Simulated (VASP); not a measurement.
# Ge2Sb3O (P-6m2) in VASP: further runs, part 3 of 3

VASP 6.6.1. Earlier steps stand in the parts before.

### Step 4. Single point, PBE

This run uses another cell than the first one, of 22.07 Å³/atom, 0.804 times its volume.

File INCAR:

```
ALGO     = Normal         # electronic algorithm
EDIFF    = 1E-6           # SCF threshold, eV
ENCUT    = 520            # plane-wave cutoff, eV
GGA      = PE             # functional
ISIF     = 2              # what is computed and relaxed
ISMEAR   = 0              # smearing method
LASPH    = True           # aspherical terms in the spheres
LCHARG   = False          # write CHGCAR
LREAL    = False          # projectors in reciprocal space
LWAVE    = False          # write WAVECAR
NBANDS   = 34             # bands
NELM     = 80             # most SCF steps
PREC     = Accurate       # precision mode
SIGMA    = 0.1            # smearing width, eV
```

File KPOINTS:

```
k-points
0
Gamma
  12 12 6
```

File POSCAR:

```
Ge2Sb3O
1.0
    5.0446645800      0.0000000000      0.0000000000
   -2.5223322900      4.3688076798      0.0000000000
    0.0000000000      0.0000000000      6.0093526650
Ge Sb O
2 3 1
Direct
    0.6666666667      0.3333333333      0.7085610233
    0.6666666667      0.3333333333      0.2914389767
    0.0000000000      0.0000000000      0.0000000000
    0.3333333333      0.6666666667      0.5000000000
    0.3333333333      0.6666666667      0.0000000000
    0.0000000000      0.0000000000      0.5000000000
```

Potentials or basis: VASP PAW PBE potentials, release 64 (Ge_d, Sb, O).

On the command line:

```console
$ cat potpaw_PBE.64/Ge_d/POTCAR potpaw_PBE.64/Sb/POTCAR potpaw_PBE.64/O/POTCAR > POTCAR
$ mpirun -np 1 vasp_std > vasp.out
```

OUTCAR:

```text
EDIFF = 1E-6
   ENCUT = 520
   GGA = PE
   ISIF = 2
   ISMEAR = 0
   LASPH = True
   LREAL = False
   NELM = 80
   PREC = Accurate

 ion  position               nearest neighbor table
   1  0.667  0.333  0.709-   2 2.51   4 3.17   4 3.17   4 3.17
   2  0.667  0.333  0.291-   1 2.51   4 3.17   4 3.17   4 3.17
   3  0.000  0.000  0.000-   5 2.91   5 2.91   5 2.91
   4  0.333  0.667  0.500-   5 3.00   5 3.00   1 3.17   2 3.17   1 3.17   2 3.17   1 3.17   2 3.17

   5  0.333  0.667  0.000-   3 2.91   3 2.91   3 2.91   4 3.00   4 3.00
   6  0.000  0.000  0.500-

  LATTYP: Found a hexagonal cell.
 ALAT       =     5.0446645800
 C/A-ratio  =     1.1912293810

  Lattice vectors:

 A1 = (   5.0446645800,   0.0000000000,   0.0000000000)
 A2 = (  -2.5223322900,   4.3688076798,   0.0000000000)
 A3 = (   0.0000000000,   0.0000000000,   6.0093526650)

Analysis of symmetry for initial positions (statically):
=====================================================================
 Subroutine PRICEL returns:
 Original cell was already a primitive cell.

 Routine SETGRP: Setting up the symmetry group for a
 hexagonal supercell.

 Subroutine GETGRP returns: Found 12 space group operations
 (whereof 12 operations were pure point group operations)
 out of a pool of 24 trial point group operations.

The static configuration has the point symmetry D_3h.

Analysis of symmetry for dynamics (positions and initial velocities):
=====================================================================
 Subroutine PRICEL returns:
 Original cell was already a primitive cell.

 Routine SETGRP: Setting up the symmetry group for a
 hexagonal supercell.

 Subroutine GETGRP returns: Found 12 space group operations
 (whereof 12 operations were pure point group operations)
 out of a pool of 24 trial point group operations.

The dynamic configuration has the point symmetry D_3h.

 Subroutine INISYM returns: Found 12 space group operations
 (whereof 12 operations are pure point group operations),
 and found     1 'primitive' translations

----------------------------------------------------------------------------------------

                                     Primitive cell

  volume of cell :     132.4411

  direct lattice vectors                    reciprocal lattice vectors
     5.044664580  0.000000000  0.000000000     0.198229235  0.114447702  0.000000000
    -2.522332290  4.368807680  0.000000000     0.000000000  0.228895404  0.000000000
     0.000000000  0.000000000  6.009352665     0.000000000  0.000000000  0.166407275

  length of vectors
     5.044664580  5.044664580  6.009352665     0.228895404  0.228895404  0.166407275

  position of ions in fractional coordinates (direct lattice)
     0.666666667  0.333333333  0.708561023
     0.666666667  0.333333333  0.291438977
     0.000000000  0.000000000  0.000000000
     0.333333333  0.666666667  0.500000000
     0.333333333  0.666666667  0.000000000
     0.000000000  0.000000000  0.500000000
[... 23 lines left out ...]
     0.000000000  0.000000000  0.027734546     0.000000000  0.000000000  0.166666667

  Length of vectors
     0.019074617  0.019074617  0.027734546

  Shift w.r.t. Gamma in fractional coordinates (k-lattice)
     0.000000000  0.000000000  0.000000000

 Subroutine IBZKPT returns following result:
 ===========================================

 Found     76 irreducible k-points:

 Following reciprocal coordinates:
            Coordinates               Weight
  0.000000  0.000000  0.000000      1.000000
  0.083333  0.000000  0.000000      6.000000
  0.166667  0.000000  0.000000      6.000000
  0.250000  0.000000  0.000000      6.000000
  0.333333  0.000000  0.000000      6.000000
  0.416667 -0.000000  0.000000      6.000000
[... 16 lines left out ...]
  0.250000  0.000000  0.166667     12.000000
  0.333333  0.000000  0.166667     12.000000
 [... further k-points ...]
   k-points           NKPTS =     76   k-points in BZ     NKDIM =     76   number of bands    NBANDS=     34
   number of dos      NEDOS =    301   number of ions     NIONS =      6
   total plane-waves  NPLWV =  76800
   dimension x,y,z NGX =    40 NGY =   40 NGZ =   48
   dimension x,y,z NGXF=    80 NGYF=   80 NGZF=   96
   ions per type =               2   3   1
   NGX,Y,Z   is equivalent  to a cutoff of  13.18, 13.18, 13.28 a.u.
   NGXF,Y,Z  is equivalent  to a cutoff of  26.36, 26.36, 26.56 a.u.
 SYSTEM =  unknown system
   PREC   = accura    normal or accurate (medium, high low for compatibility)
   ISTART =      0    job   : 0-new  1-cont  2-samecut
   ICHARG =      2    charge: 1-file 2-atom 10-const
   ISPIN  =      1    spin polarized calculation?
   LNONCOLLINEAR =      F non collinear calculations
   LSORBIT =      F    spin-orbit coupling
   LASPH  =      T    aspherical Exc in radial PAW
   ENCUT  =  520.0 eV  38.22 Ry    6.18 a.u.   9.38  9.38 11.17*2*pi/ulx,y,z
   NELM   =     80;   NELMIN=  2; NELMDL= -5     # of ELM steps
   EDIFF  = 0.1E-05   stopping-criterion for ELM
   LREAL  =      F    real-space projection
   EDIFFG = 0.1E-04   stopping-criterion for IOM
   NSW    =      0    number of steps for IOM
   IBRION =     -1    ionic relax: 0-MD 1-quasi-New 2-CG
   NFREE  =      0    steps in history (QN), initial steepest desc. (CG)
   ISIF   =      2    stress and relaxation
   ISYM   =      2    0-nonsym 1-usesym 2-fastsym
   POTIM  = 0.5000    time-step for ionic-motion
   TEBEG  =    0.0;   TEEND  =   0.0 temperature during run
   PSTRESS=    0.0 pullay stress
   NELECT =      49.0000    total number of electrons
   NUPDOWN=      -1.0000    fix difference up-down
   EMIN   =  10.00;   EMAX   =-10.00  energy-range for DOS
   EFERMI =   0.00;   METHOD = LEGACY
   ISMEAR =     0;   SIGMA  =   0.10  broadening in eV -4-tet -1-fermi 0-gaus
   EFERMI_NEDOS =   21; number of points for ismear=-14 and -15
   IALGO  =     38    algorithm
   IMIX   =      4    mixing-type and parameters
     AMIX     =   0.40;   BMIX     =  1.00
     AMIX_MAG =   1.60;   BMIX_MAG =  1.00
  volume/ion in A,a.u.               =      22.07       148.96
  Fermi-wavevector in a.u.,A,eV,Ry     =   1.175256  2.220912 18.792736  1.381227
  Thomas-Fermi vector in A             =   2.311640
   LORBIT       =      0    0 simple, 1 ext, 2 COOP (PROOUT), +10 PAW based schemes
   GGA     = PE    functional components
   LHFCALC =     F    Hartree Fock is set to
   AEXX    =    0.0000 exact exchange contribution
   IVDW    =     0    specifies the selected vdW correction
   LEPSILON=     F    determine dielectric tensor
   LRPA    =     F    only Hartree local field effects (RPA)
 non-spin polarized calculation
 Gauss-broadening in eV      SIGMA  =   0.10
  energy-cutoff  :      520.00
  volume of cell :      132.44
 maximum number of plane-waves:      3623
 NGX is ok and might be reduce to    40
   NGX = 19   NGY = 19   NGZ = 23

 number of electron      48.9999983 magnetization

 Free energy of the ion-electron system (eV)
  ---------------------------------------------------
  ext. energy  EPLUGINS =         0.00000000
  ---------------------------------------------------
  free energy    TOTEN  =       -24.23966698 eV

  energy without entropy =      -24.22661665  energy(sigma->0) =      -24.23314181

 E-fermi :   6.9898     XC(G=0): -10.3688

 val. band max:        6.9809496161   @ k =   0.3333   0.2500   0.0000
 cond. band min:       6.9936755325   @ k =   0.5000   0.0000   0.5000
 fundamental gap:      0.0127259164
 Fermi energy:         6.9897621518

 k-point     1 :       0.0000    0.0000    0.0000
  band No.  band energies     occupation
      1     -17.8993      2.00000
      2     -17.8718      2.00000
      3     -17.8718      2.00000
      4     -17.8618      2.00000
      5     -17.8618      2.00000
      6     -17.8435      2.00000
[... 877 lines left out ...]
     33      11.1517      0.00000
     34      13.1161      0.00000

 [... further k-points ...]
[... 5 lines left out ...]
  --------------------------------------------------------------------------------------
  -------------------------------------------------------------------------------------
  Total       -0.0596741     -0.0596741     -0.0558670      0.0000000      0.0000000      0.0000000
  in kB       -0.7218943     -0.7218943     -0.6758382      0.0000000      0.0000000      0.0000000
  external PRESSURE =      -0.7065422 kB  Pullay stress =       0.0000000 kB

 VOLUME and BASIS-vectors are now :
 -----------------------------------------------------------------------------
  energy-cutoff  :      520.00
  volume of cell :      132.44
      direct lattice vectors                 reciprocal lattice vectors
     5.044664580  0.000000000  0.000000000     0.198229235  0.114447702  0.000000000
    -2.522332290  4.368807680  0.000000000     0.000000000  0.228895404  0.000000000
     0.000000000  0.000000000  6.009352665     0.000000000  0.000000000  0.166407275

 POSITION                                       TOTAL-FORCE (eV/Angst)
 -----------------------------------------------------------------------------------
      2.52233      1.45627      4.25799         0.000000      0.000000     -0.003055
      2.52233      1.45627      1.75136         0.000000      0.000000      0.003055
      0.00000      0.00000      0.00000        -0.000000      0.000000      0.000000
     -0.00000      2.91254      3.00468        -0.000000      0.000000      0.000000
     -0.00000      2.91254      0.00000        -0.000000      0.000000      0.000000
      0.00000      0.00000      3.00468        -0.000000      0.000000      0.000000
 -----------------------------------------------------------------------------------
    total drift:                                0.000005     -0.000003      0.000000

  FREE ENERGIE OF THE ION-ELECTRON SYSTEM (eV)
  ---------------------------------------------------
  free  energy   TOTEN  =       -24.2396669843 eV

  energy  without entropy=      -24.2266166456  energy(sigma->0) =      -24.23314181
```

Wall time 10 min (1 thread of Oxide Virtual Turin-like, shared host); peak memory 0.43 GiB.

What came out:

```
Free energy   : -24.2397 eV
Pressure      : -0.1 GPa
Largest force : 0.003 eV/Å
```

Forces in eV/Å, atoms in the order of the input:
```
Ge   0.000  0.000 -0.003
Ge   0.000  0.000  0.003
Sb   0.000  0.000  0.000
Sb   0.000  0.000  0.000
Sb   0.000  0.000  0.000
O    0.000  0.000  0.000
```

Caveat: spin-orbit coupling is left out, which moves the levels of the heavy elements; an odd number of electrons without spin polarisation forces a metal; a magnetic or distorted state may lie lower.

### Step 5. The runs side by side

```tsv
cell	k mesh	gap on the mesh (eV)	pressure (GPa)	largest force (eV/Å)
a = 4.403, b = 4.403, c = 9.811 Å, angles 90.0, 90.0, 120.0°, 6 atoms	6 × 6 × 2	none	2.6	0.01
a = 5.054, b = 5.054, c = 5.982 Å, angles 90.0, 90.0, 120.0°, 6 atoms	12 × 12 × 4	none	0.0	0.01
a = 5.045, b = 5.045, c = 6.009 Å, angles 90.0, 90.0, 120.0°, 6 atoms	12 × 12 × 6	none	-0.1	-
```

Alike in all rows: task single point; level PBE; potentials or basis VASP PAW PBE potentials, release 64 (Ge_d, Sb, O); no spin polarisation; cutoff (eV) 520; smearing gaussian 0.1 eV.

Caveats: spin-orbit coupling is left out, which moves the levels of the heavy elements; an odd number of electrons without spin polarisation forces a metal; a magnetic or distorted state may lie lower.

Total energies depend on the potentials used, so only differences within one code and one set of settings carry meaning.
